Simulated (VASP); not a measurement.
Here is a VASP 6.6.1 calculation.

INCAR

```
SYSTEM = Al18BH3
PREC     = Accurate       ! precision mode
ENCUT    = 520            ! plane-wave cutoff, eV
EDIFF    = 1E-6           ! SCF threshold, eV
ISMEAR   = -1             ! smearing method
SIGMA    = 0.15           ! smearing width, eV
LREAL    = Auto         
LASPH    = .True.         ! aspherical terms in the spheres
NELM     = 100            ! most SCF steps
ALGO     = Normal         ! electronic algorithm
ISIF     = 2              ! what is computed and relaxed
LWAVE    = .False.        ! write WAVECAR
LCHARG   = .False.        ! write CHGCAR
GGA      = PE             ! functional
IVDW     = 12             ! dispersion correction
NBANDS   = 47             ! bands
```

File KPOINTS:

```
Automatic mesh
0
Gamma
  1 2 1
  0 0 0
```

File POSCAR:

```
Al18BH3
1.0
   12.1500000000      0.0000000000      0.0000000000
    0.0000000000      5.7275650000      0.0000000000
    0.0000000000      0.0000000000     16.8637820000
Al B H
18 1 3
Direct
    0.0000000000      0.0000000000      0.0592986793
    0.3333333333      0.0000000000      0.0592986793
    0.6666666667      0.0000000000      0.0592986793
    0.0000000000      0.5000030554      0.0592986793
    0.3333333333      0.5000030554      0.0592986793
    0.6666666667      0.5000030554      0.0592986793
    0.1800823045      0.2525680634      0.1382667304
    0.5039917695      0.2522887126      0.1558606486
    0.8209711934      0.2553790311      0.1349934433
    0.1962057613      0.7606373738      0.1370392478
    0.5024609053      0.7482411810      0.1535242806
    0.8162222222      0.7490792335      0.1475054647
    0.0080411523      0.0428279731      0.2134633856
    0.3445514403     -0.0129374350      0.2483072896
    0.6649300412     -0.0001396754      0.2490841022
    0.0134897119      0.4365380402      0.2042720903
    0.3417777778      0.5151752970      0.2483547285
    0.6661152263      0.4991475435      0.2483665882
    1.1511522634      0.2320532373      0.2942281868
    1.1803868313      0.0820069262      0.3379491030
    1.1157777778      0.3894325075      0.3330154529
    1.1901069959      0.4309859425      0.2579670444
```

Potentials or basis: VASP PAW PBE potentials, release 64 (Al, B, H).

Run with:

```bash
$ cat potpaw_PBE.64/Al/POTCAR potpaw_PBE.64/B/POTCAR potpaw_PBE.64/H/POTCAR > POTCAR
$ mpirun -np 1 vasp_std > vasp.out
```

Q: Estimate the band gap on the k mesh.

A: Zero (band 30 reaches -0.80 eV, above the bottom of band 31 at -1.33 eV).

Q: Estimate the dispersion energy per atom.

A: -0.149 eV.

Q: Estimate the largest force.

A: 3.489 eV/Å.

Forces on the atoms (eV/Å):
```
Al   0.254  0.140 -0.769
Al   0.744  0.682 -0.245
Al  -0.426  0.123 -0.061
Al   0.084 -0.017 -1.307
Al   0.728 -0.530 -0.204
Al  -0.420 -0.073 -0.111
Al   0.043 -0.369 -0.347
Al  -0.119 -0.081  0.007
Al   0.601 -0.081  0.657
Al  -1.482 -0.147  0.770
Al   0.282  0.060  0.120
Al   0.716  0.027  0.600
Al  -0.183 -3.081  1.168
Al   0.032  0.204 -0.348
Al   0.114  0.087 -0.208
Al  -0.686  3.021  1.606
Al   0.345 -0.084 -0.364
Al   0.080 -0.078 -0.211
B   -0.987  0.869 -1.168
H    0.353 -0.468  0.011
H   -0.682  0.312  0.760
H    0.608 -0.515 -0.355
```

Caveat: the k points lie up to 0.55 Å⁻¹ apart.
